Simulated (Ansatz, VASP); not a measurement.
**HfSn2Se6: VASP beside Ansatz**

```
Hf Sn Se
1.0
     6.87245    0.09720    0.04413
    -3.35204    5.63728   -0.06623
     0.04684   -0.05414    6.87570
Hf Sn Se
1 2 6
Direct
  0.99232 0.99448 0.99077
  0.67743 0.33201 0.01181
  0.30280 0.61875 0.00853
  0.33388 0.35442 0.76204
  0.03172 0.69001 0.77342
  0.66523 0.98715 0.77726
  0.01128 0.36064 0.22058
  0.66533 0.66073 0.21720
  0.32001 0.00181 0.23840
```

Change from the starting cell: cell x1, atoms moved at random (sigma 0.1 Å) and cell strained at random (1.5 %), then relaxed without symmetry.

Alike in both runs: task relaxation of cell and atoms; functional PBE; k mesh 3 × 3 × 2; occupations gaussian, width 0.1 eV; no spin polarisation.

|  | VASP | Ansatz |
| --- | --- | --- |
| version | VASP 6.6.1 | Ansatz 0.2.0 |
| potentials or method | VASP PAW PBE potentials, release 64 (Hf_pv, Sn_d, Se), cutoff 600 eV | scalar-relativistic, plane waves, PAW |
| valence electrons in the cell | 74 | 150 |

VASP gave:

| Property | Result |
| --- | --- |
| gap on the k mesh at the Fermi level, each at its own relaxed structure (eV) | 0.59 |
| relaxed volume (Å³/atom) | 30.75 |
| relaxed length of the cell vector where the two differ most in proportion (Å) | 7.146 |

Problem. What did Ansatz give for the same quantities?

Solution. gap on the k mesh at the Fermi level, each at its own relaxed structure (eV): 0.62; relaxed volume (Å³/atom): 31.40; relaxed length of the cell vector where the two differ most in proportion (Å): 7.285.

VASP's potentials hold 74 valence electrons a cell and Ansatz's 150, so a difference there can come from the potentials and not from the codes.

The k mesh is coarse, so the values compare programs but aren't converged. Spin-orbit coupling is off throughout.
